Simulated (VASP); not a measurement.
# Ti4HO in VASP: notebook

Runs on Ti4HO. Level: PBEsol. Tasks: single point.

Everything below comes from runs of VASP 6.6.1. Logs are shortened: lines on timing, memory, paths and dates and some standing lists are left out, and cuts for length are marked.

## 1. The cell of the first run

The cell holds a slab with vacuum, 6 atoms: a = 2.868 Å, b = 2.868 Å, c = 25.964 Å, α = 90.00°, β = 90.00°, γ = 90.00°.

## 2. Single point, PBEsol

INCAR reads:

```
SYSTEM = Ti4HO
  PREC = Accurate
  ENCUT = 520
  EDIFF = 1E-6
  ISMEAR = 0
  SIGMA = 0.1
  LREAL = .FALSE.
  LASPH = .TRUE.
  NELM = 100
  ALGO = Normal
  ISIF = 2
  LWAVE = .FALSE.
  LCHARG = .FALSE.
  LDIPOL = .TRUE.
  IDIPOL = 3
  DIPOL = 0.5 0.5 0.507
  GGA = PS
  ISYM = 0
  NBANDS = 36
```

KPOINTS reads:

```
regular mesh
0
G
  10 10 1
  0 0 0
```

POSCAR reads:

```
Ti4HO
1.0
    2.8679135953      0.0000000000      0.0000000000
    0.0000000000      2.8679135953      0.0000000000
    0.0000000000      0.0000000000     25.9637634532
Ti O H
4 1 1
Direct
    0.5000000000      0.5000000000      0.3273793499
    0.0000000000      0.0000000000      0.4054851744
    0.4991986797      0.5003186468      0.4852560171
   -0.0065096064      0.0005418791      0.5631314843
    0.0057721101      0.5003594926      0.6189264363
    0.2944647937      0.5001330753      0.6394188472
```

Potentials or basis: VASP PAW PBE potentials, release 64 (Ti_sv, O, H).

Command:

```console
cat potpaw_PBE.64/Ti_sv/POTCAR potpaw_PBE.64/O/POTCAR potpaw_PBE.64/H/POTCAR > POTCAR
mpirun -np 1 vasp_std > vasp.out
```

OUTCAR:

```text
SYSTEM = Ti4HO
   PREC = Accurate
   ENCUT = 520
   EDIFF = 1E-6
   ISMEAR = 0
   LREAL = .FALSE.
   LASPH = .TRUE.
   NELM = 100
   ISIF = 2
   GGA = PS
   ISYM = 0

 ion  position               nearest neighbor table
   1  0.500  0.500  0.327-   2 2.87   2 2.87   2 2.87   2 2.87
   2  0.000  0.000  0.405-   1 2.87   1 2.87   1 2.87   1 2.87   3 2.90   3 2.90   3 2.90   3 2.90

   3  0.499  0.500  0.485-   4 2.86   4 2.86   4 2.87   4 2.87   2 2.90   2 2.90   2 2.90   2 2.90

   4  0.993  0.001  0.563-   5 2.04   5 2.04   3 2.86   3 2.86   3 2.87   3 2.87
   5  0.006  0.500  0.619-   6 0.98   4 2.04   4 2.04
   6  0.294  0.500  0.639-   5 0.98

IMPORTANT INFORMATION: All symmetrisations will be switched off!
NOSYMM: (Re-)initialisation of all symmetry stuff for point group C_1.

----------------------------------------------------------------------------------------

                                     Primitive cell

  volume of cell :     213.5501

  direct lattice vectors                    reciprocal lattice vectors
     2.867913595  0.000000000  0.000000000     0.348685540  0.000000000  0.000000000
     0.000000000  2.867913595  0.000000000     0.000000000  0.348685540  0.000000000
     0.000000000  0.000000000 25.963763453     0.000000000  0.000000000  0.038515218

  length of vectors
     2.867913595  2.867913595 25.963763453     0.348685540  0.348685540  0.038515218

  position of ions in fractional coordinates (direct lattice)
     0.500000000  0.500000000  0.327379350
     0.000000000  0.000000000  0.405485174
     0.499198680  0.500318647  0.485256017
     0.993490394  0.000541879  0.563131484
     0.005772110  0.500359493  0.618926436
     0.294464794  0.500133075  0.639418847

  ion indices of the primitive-cell ions
   primitive index   ion index
                 1           1
                 2           2
                 3           3
                 4           4
                 5           5
                 6           6

----------------------------------------------------------------------------------------

 KPOINTS: regular mesh

Automatic generation of k-mesh.
 Grid dimensions read from file:
 generate k-points for:   10   10    1

 Generating k-lattice:

  Cartesian coordinates                     Fractional coordinates (reciprocal lattice)
     0.034868554  0.000000000  0.000000000     0.100000000  0.000000000  0.000000000
     0.000000000  0.034868554  0.000000000     0.000000000  0.100000000  0.000000000
     0.000000000  0.000000000  0.038515218     0.000000000  0.000000000  1.000000000

  Length of vectors
     0.034868554  0.034868554  0.038515218

  Shift w.r.t. Gamma in fractional coordinates (k-lattice)
     0.000000000  0.000000000  0.000000000

 Subroutine IBZKPT returns following result:
 ===========================================

 Found     52 irreducible k-points:

 Following reciprocal coordinates:
            Coordinates               Weight
  0.000000  0.000000  0.000000      1.000000
  0.100000  0.000000  0.000000      2.000000
  0.000000  0.100000  0.000000      2.000000
  0.200000  0.000000  0.000000      2.000000
  0.000000  0.200000  0.000000      2.000000
  0.300000  0.000000  0.000000      2.000000
[... 16 lines left out ...]
 -0.100000  0.400000  0.000000      2.000000
 -0.400000  0.100000  0.000000      2.000000
 [... further k-points ...]
   k-points           NKPTS =     52   k-points in BZ     NKDIM =     52   number of bands    NBANDS=     36
   number of dos      NEDOS =    301   number of ions     NIONS =      6
   total plane-waves  NPLWV = 112896
   dimension x,y,z NGX =    24 NGY =   24 NGZ =  196
   dimension x,y,z NGXF=    48 NGYF=   48 NGZF=  392
   ions per type =               4   1   1
   NGX,Y,Z   is equivalent  to a cutoff of  13.91, 13.91, 12.55 a.u.
   NGXF,Y,Z  is equivalent  to a cutoff of  27.82, 27.82, 25.10 a.u.
 SYSTEM =  Ti4HO
   PREC   = accura    normal or accurate (medium, high low for compatibility)
   ISTART =      0    job   : 0-new  1-cont  2-samecut
   ICHARG =      2    charge: 1-file 2-atom 10-const
   ISPIN  =      1    spin polarized calculation?
   LNONCOLLINEAR =      F non collinear calculations
   LSORBIT =      F    spin-orbit coupling
   LASPH  =      T    aspherical Exc in radial PAW
   ENCUT  =  520.0 eV  38.22 Ry    6.18 a.u.   5.33  5.33 48.28*2*pi/ulx,y,z
   NELM   =    100;   NELMIN=  2; NELMDL= -5     # of ELM steps
   EDIFF  = 0.1E-05   stopping-criterion for ELM
   LREAL  =      F    real-space projection
   EDIFFG = 0.1E-04   stopping-criterion for IOM
   NSW    =      0    number of steps for IOM
   IBRION =     -1    ionic relax: 0-MD 1-quasi-New 2-CG
   NFREE  =      0    steps in history (QN), initial steepest desc. (CG)
   ISIF   =      2    stress and relaxation
   ISYM   =      0    0-nonsym 1-usesym 2-fastsym
   POTIM  = 0.5000    time-step for ionic-motion
   TEBEG  =    0.0;   TEEND  =   0.0 temperature during run
   PSTRESS=    0.0 pullay stress
   NELECT =      55.0000    total number of electrons
   NUPDOWN=      -1.0000    fix difference up-down
   EMIN   =  10.00;   EMAX   =-10.00  energy-range for DOS
   EFERMI =   0.00;   METHOD = LEGACY
   ISMEAR =     0;   SIGMA  =   0.10  broadening in eV -4-tet -1-fermi 0-gaus
   EFERMI_NEDOS =   21; number of points for ismear=-14 and -15
   IALGO  =     38    algorithm
   IMIX   =      4    mixing-type and parameters
     AMIX     =   0.40;   BMIX     =  1.00
     AMIX_MAG =   1.60;   BMIX_MAG =  1.00
  volume/ion in A,a.u.               =      35.59       240.18
  Fermi-wavevector in a.u.,A,eV,Ry     =   1.041588  1.968315 14.761025  1.084905
  Thomas-Fermi vector in A             =   2.176215
   LORBIT       =      0    0 simple, 1 ext, 2 COOP (PROOUT), +10 PAW based schemes
   GGA     = PS    functional components
   LHFCALC =     F    Hartree Fock is set to
   AEXX    =    0.0000 exact exchange contribution
   IVDW    =     0    specifies the selected vdW correction
   LEPSILON=     F    determine dielectric tensor
   LRPA    =     F    only Hartree local field effects (RPA)
 non-spin polarized calculation
 Gauss-broadening in eV      SIGMA  =   0.10
  energy-cutoff  :      520.00
  volume of cell :      213.55
 maximum number of plane-waves:      5797
 NGX is ok and might be reduce to    24
   NGX = 11   NGY = 11   NGZ = 97

 dipolmoment           0.000000      0.000000      0.084353 electrons x Angstroem

 number of electron      55.0000007 magnetization

 dipolmoment           0.000000      0.000000     -0.046230 electrons x Angstroem

 Free energy of the ion-electron system (eV)
  ---------------------------------------------------
  ext. energy  EPLUGINS =         0.00000000
  ---------------------------------------------------
  free energy    TOTEN  =       -44.30341491 eV

  energy without entropy =      -44.25528299  energy(sigma->0) =      -44.27934895

 E-fermi :   0.6735     XC(G=0):  -4.9668

 val. band max:        0.6686371481   @ k =  -0.2000   0.2000   0.0000
 cond. band min:       0.6759186612   @ k =   0.3000   0.0000   0.0000
 fundamental gap:      0.0072815131
 Fermi energy:         0.6734656439

 k-point     1 :       0.0000    0.0000    0.0000
  band No.  band energies     occupation
      1     -56.1538      2.00000
      2     -55.9392      2.00000
      3     -55.6547      2.00000
      4     -55.5264      2.00000
      5     -32.6218      2.00000
      6     -32.4395      2.00000
[... 28 lines left out ...]
     35       2.6169      0.00000
     36       2.8868      0.00000

 k-point     2 :       0.1000    0.0000    0.0000
  band No.  band energies     occupation
      1     -56.1488      2.00000
      2     -55.9339      2.00000
      3     -55.6494      2.00000
      4     -55.5234      2.00000
      5     -32.6157      2.00000
      6     -32.4336      2.00000
[... 28 lines left out ...]
     35       2.5333      0.00000
     36       2.9579      0.00000

 k-point     3 :       0.0000    0.1000    0.0000
  band No.  band energies     occupation
      1     -56.1484      2.00000
      2     -55.9339      2.00000
      3     -55.6494      2.00000
      4     -55.5234      2.00000
      5     -32.6116      2.00000
      6     -32.4336      2.00000
[... 28 lines left out ...]
     35       2.7177      0.00000
     36       2.9069      0.00000

 k-point     4 :       0.2000    0.0000    0.0000
  band No.  band energies     occupation
      1     -56.1357      2.00000
      2     -55.9199      2.00000
      3     -55.6354      2.00000
      4     -55.5158      2.00000
      5     -32.6022      2.00000
      6     -32.4689      2.00000
[... 28 lines left out ...]
     35       2.2975      0.00000
     36       2.8166      0.00000

 k-point     5 :       0.0000    0.2000    0.0000
  band No.  band energies     occupation
      1     -56.1344      2.00000
      2     -55.9199      2.00000
      3     -55.6354      2.00000
      4     -55.5158      2.00000
      5     -32.5875      2.00000
      6     -32.4544      2.00000
[... 655 lines left out ...]
 k-point    22 :       0.4000    0.1000    0.0000
  band No.  band energies     occupation
      1     -56.1012      2.00000
      2     -55.8838      2.00000
      3     -55.5984      2.00000
      4     -55.4952      2.00000
      5     -32.6996      2.00000
      6     -32.5668      2.00000
[... 28 lines left out ...]
     35       2.3641      0.00000
     36       2.5945      0.00000

 k-point    23 :      -0.1000    0.4000    0.0000
  band No.  band energies     occupation
      1     -56.0981      2.00000
      2     -55.8838      2.00000
      3     -55.5984      2.00000
      4     -55.4952      2.00000
      5     -32.7205      2.00000
      6     -32.5373      2.00000
[... 28 lines left out ...]
     35       2.3699      0.00000
     36       2.7864      0.00000

 k-point    24 :      -0.4000    0.1000    0.0000
  band No.  band energies     occupation
      1     -56.1012      2.00000
      2     -55.8838      2.00000
      3     -55.5984      2.00000
      4     -55.4952      2.00000
      5     -32.6996      2.00000
      6     -32.5668      2.00000
[... 28 lines left out ...]
     35       2.3644      0.00000
     36       2.5944      0.00000

 [... further k-points ...]

------------------------ aborting loop because EDIFF is reached ----------------------------------------

 vacuum level on the upper side and lower side of the slab       (xc-potential included)        -0.506         0.490

  FORCE on cell =-STRESS in cart. coord.  units (eV):
  Direction    XX          YY          ZZ          XY          YZ          ZX
  --------------------------------------------------------------------------------------
  -------------------------------------------------------------------------------------
  Total       -2.5398394     -1.6238689     -1.4247374      0.0002817     -0.0009557      0.0709433
  in kB      -19.0553560    -12.1832115    -10.6892105      0.0021135     -0.0071704      0.5322580
  external PRESSURE =     -13.9759260 kB  Pullay stress =       0.0000000 kB

 VOLUME and BASIS-vectors are now :
 -----------------------------------------------------------------------------
  energy-cutoff  :      520.00
  volume of cell :      213.55
      direct lattice vectors                 reciprocal lattice vectors
     2.867913595  0.000000000  0.000000000     0.348685540  0.000000000  0.000000000
     0.000000000  2.867913595  0.000000000     0.000000000  0.348685540  0.000000000
     0.000000000  0.000000000 25.963763453     0.000000000  0.000000000  0.038515218

 POSITION                                       TOTAL-FORCE (eV/Angst)
 -----------------------------------------------------------------------------------
      1.43396      1.43396      8.50000         0.007167      0.000027      0.700905
      0.00000      0.00000     10.52792        -0.007697      0.001525     -0.692984
      1.43166      1.43487     12.59907        -0.002706     -0.000488     -0.001318
      2.84924      0.00155     14.62101        -0.012515     -0.003678     -0.036429
      0.01655      1.43499     16.06966        -0.087538      0.001555     -0.047144
      0.84450      1.43434     16.60172         0.103289      0.001058      0.076970
 -----------------------------------------------------------------------------------
    total drift:                                0.000396     -0.000055     -0.000190

  FREE ENERGIE OF THE ION-ELECTRON SYSTEM (eV)
  ---------------------------------------------------
  free  energy   TOTEN  =       -44.3034149069 eV

  energy  without entropy=      -44.2552829874  energy(sigma->0) =      -44.27934895

 vacuum level on the upper side and lower side of the slab         3.802         4.820
```

Wall time 26 min (1 thread of Intel Xeon 8259CL, shared host); peak memory 0.53 GiB.

What came out:

| Property | Result |
| --- | --- |
| Free energy | -44.3034 eV |
| Largest force | 0.701 eV/Å |
| Band gap on the k mesh | zero (an odd number of electrons rules out a gap without spin polarisation) |

Forces in eV/Å, atoms in the order of the input:
```
Ti   0.007  0.000  0.701
Ti  -0.008  0.002 -0.693
Ti  -0.003  0.000 -0.001
Ti  -0.013 -0.004 -0.036
O   -0.088  0.002 -0.047
H    0.103  0.001  0.077
```

Levels at points of the mesh, in eV from the Fermi level:
| k point | band 24 | band 25 | band 26 | band 27 | band 28 | band 29 | band 30 | band 31 | band 32 | band 33 |
| --- | --- | --- | --- | --- | --- | --- | --- | --- | --- | --- |
| (0.00, 0.00, 0.00) | -2.37 | -1.46 | -0.82 | -0.06 | -0.02 | 0.60 | 1.16 | 1.23 | 1.40 | 1.68 |
| (0.50, 0.00, 0.00) | -0.87 | -0.29 | -0.07 | 0.13 | 0.33 | 0.48 | 0.57 | 0.81 | 0.94 | 1.12 |
| (0.00, 0.50, 0.00) | -1.67 | -0.28 | 0.04 | 0.09 | 0.16 | 0.56 | 0.57 | 0.69 | 1.03 | 1.04 |
| (0.50, 0.50, 0.00) | -1.51 | -1.43 | -1.33 | -0.81 | -0.50 | 0.47 | 0.96 | 2.19 | 2.28 | 2.71 |

Caveat: the PAW data sets were made with another functional, which shifts forces and pressure a little; an odd number of electrons without spin polarisation forces a metal; a magnetic or distorted state may lie lower.

## 3. Single point, PBEsol

INCAR reads:

```
  PREC = Accurate
  ENCUT = 520
  EDIFF = 1E-7
  ISMEAR = 0
  SIGMA = 0.1
  LREAL = False
  LASPH = True
  NELM = 80
  ALGO = Normal
  ISIF = 2
  LWAVE = False
  LCHARG = False
  LDIPOL = True
  IDIPOL = 3
  DIPOL = 0.5 0.5 0.507
  GGA = PS
  NBANDS = 36
```

KPOINTS reads:

```
Automatic mesh
0
Gamma
  10 10 1
```

POSCAR reads:

```
Ti4HO
1.0
    2.8679135953      0.0000000000      0.0000000000
    0.0000000000      2.8679135953      0.0000000000
    0.0000000000      0.0000000000     25.9637634532
Ti O H
4 1 1
Direct
    0.5000000000      0.5000000000      0.3273793499
    0.0000000000      0.0000000000      0.4054851744
    0.4994290406      0.4996129545      0.4852864169
   -0.0071505104     -0.0004728790      0.5631780767
    0.0058381947     -0.5004862135      0.6189345517
    0.2942949008     -0.5006390319      0.6394500701
```

Potentials or basis: VASP PAW PBE potentials, release 64 (Ti_sv, O, H).

Command:

```console
cat potpaw_PBE.64/Ti_sv/POTCAR potpaw_PBE.64/O/POTCAR potpaw_PBE.64/H/POTCAR > POTCAR
mpirun -np 1 vasp_std > vasp.out
```

Run time: 29 min. Hardware: 1 thread of Intel Xeon 8259CL, shared host; peak memory 0.53 GiB.

The run converged. Its results:

- Free energy: -44.3034 eV
- Largest force: 0.702 eV/Å
- Band gap on the k mesh: zero (an odd number of electrons rules out a gap without spin polarisation)

Forces in eV/Å, atoms in the order of the input:
```
Ti   0.007  0.000  0.702
Ti  -0.006 -0.002 -0.691
Ti  -0.010  0.001 -0.002
Ti  -0.003  0.000 -0.050
O   -0.098  0.000 -0.040
H    0.111  0.001  0.081
```

Levels at points of the mesh, in eV from the Fermi level:
| k point | band 24 | band 25 | band 26 | band 27 | band 28 | band 29 | band 30 | band 31 | band 32 | band 33 |
| --- | --- | --- | --- | --- | --- | --- | --- | --- | --- | --- |
| (0.00, 0.00, 0.00) | -2.37 | -1.46 | -0.82 | -0.06 | -0.02 | 0.60 | 1.16 | 1.23 | 1.40 | 1.68 |
| (0.50, 0.00, 0.00) | -0.87 | -0.29 | -0.07 | 0.13 | 0.33 | 0.48 | 0.57 | 0.81 | 0.94 | 1.12 |
| (0.00, 0.50, 0.00) | -1.67 | -0.28 | 0.04 | 0.09 | 0.16 | 0.56 | 0.56 | 0.69 | 1.03 | 1.04 |
| (0.50, 0.50, 0.00) | -1.51 | -1.44 | -1.33 | -0.81 | -0.50 | 0.47 | 0.96 | 2.19 | 2.28 | 2.71 |

Caveat: the PAW data sets were made with another functional, which shifts forces and pressure a little; an odd number of electrons without spin polarisation forces a metal; a magnetic or distorted state may lie lower.

## 4. Single point, PBEsol

INCAR reads:

```
SYSTEM = Ti4HO
PREC = Accurate
ENCUT = 520
EDIFF = 1E-6
ISMEAR = 0
SIGMA = 0.1
LREAL = .FALSE.
LASPH = .TRUE.
NELM = 60
ALGO = Normal
ISIF = 2
LWAVE = .FALSE.
LCHARG = .FALSE.
LDIPOL = .TRUE.
IDIPOL = 3
DIPOL = 0.5 0.5 0.507
GGA = PS
NBANDS = 36
```

KPOINTS reads:

```
Automatic mesh
0
G
  10 10 1
  0 0 0
```

POSCAR reads:

```
Ti4HO
1.0
    2.8679135953      0.0000000000      0.0000000000
    0.0000000000      2.8679135953      0.0000000000
    0.0000000000      0.0000000000     25.9637634532
Ti O H
4 1 1
Direct
    0.5000000000      0.5000000000      0.3273793499
    0.0000000000      0.0000000000      0.4054851744
    0.4991986797      0.5003186468      0.4852560171
   -0.0065096064      0.0005418791      0.5631314843
    0.0057721101      0.5003594926      0.6189264363
    0.2944647937      0.5001330753      0.6394188472
```

Command:

```console
cat potpaw_PBE.64/Ti_sv/POTCAR potpaw_PBE.64/O/POTCAR potpaw_PBE.64/H/POTCAR > POTCAR
mpirun -np 1 vasp_std > vasp.out
```

Wall time 26 min (1 thread of Intel Xeon 8259CL, shared host); peak memory 0.53 GiB.

The run converged. Its results:

| Item | Value |
| --- | --- |
| Free energy | -44.3034 eV |
| Largest force | 0.701 eV/Å |
| Band gap on the k mesh | zero (an odd number of electrons rules out a gap without spin polarisation) |

Forces on the atoms (eV/Å):
```
Ti   0.007  0.000  0.701
Ti  -0.008  0.002 -0.693
Ti  -0.003  0.000 -0.001
Ti  -0.013 -0.004 -0.036
O   -0.088  0.002 -0.047
H    0.103  0.001  0.077
```

Levels at points of the mesh, in eV from the Fermi level:
```tsv
k point	band 24	band 25	band 26	band 27	band 28	band 29	band 30	band 31	band 32	band 33
(0.00, 0.00, 0.00)	-2.37	-1.46	-0.82	-0.06	-0.02	0.60	1.16	1.23	1.40	1.68
(0.50, 0.00, 0.00)	-0.87	-0.29	-0.07	0.13	0.33	0.48	0.57	0.81	0.94	1.12
(0.00, 0.50, 0.00)	-1.67	-0.28	0.04	0.09	0.16	0.56	0.57	0.69	1.03	1.04
(0.50, 0.50, 0.00)	-1.51	-1.43	-1.33	-0.81	-0.50	0.47	0.96	2.19	2.28	2.71
```

Caveat: the PAW data sets were made with another functional, which shifts forces and pressure a little; an odd number of electrons without spin polarisation forces a metal; a magnetic or distorted state may lie lower.
